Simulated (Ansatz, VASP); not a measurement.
BeS in VASP and in Ansatz

```xyz
2
Lattice="0.0000 2.1006 2.1006 2.1006 0.0000 2.1006 2.1006 2.1006 0.0000" Properties=species:S:1:pos:R:3 pbc="T T T"
Be    0.0000    0.0000    0.0000
S     1.0503    1.0503    1.0503
```

Change from the starting cell: volume scaled by 0.65, PAW files.

Alike in both runs: task electric field gradients; functional PBE; k mesh 10 × 10 × 10; occupations fermi-dirac, width 0.03 eV; no spin polarisation.

|  | VASP | Ansatz |
| --- | --- | --- |
| version | VASP 6.6.1 | Ansatz 0.2.0 |
| potentials or method | VASP PAW PBE potentials, release 64 (Be, S) | PAW with Ansatz's default frozen-core files, scalar-relativistic |
| plane-wave cutoff (eV) | 520 | 420 |
| valence electrons in the cell | 8 | 8 |

|  | VASP | Ansatz | Ansatz less VASP |
| --- | --- | --- | --- |
| gap on the k mesh at the Fermi level (eV) | 1.69 | 1.69 | 0.000 |
| pressure (GPa) | 94.9 | 95.1 | +0.23 |

Both programs put the cell under a high pressure, so it lies far from rest at this level.

Noted on VASP's run: the cell as given lies far from equilibrium.
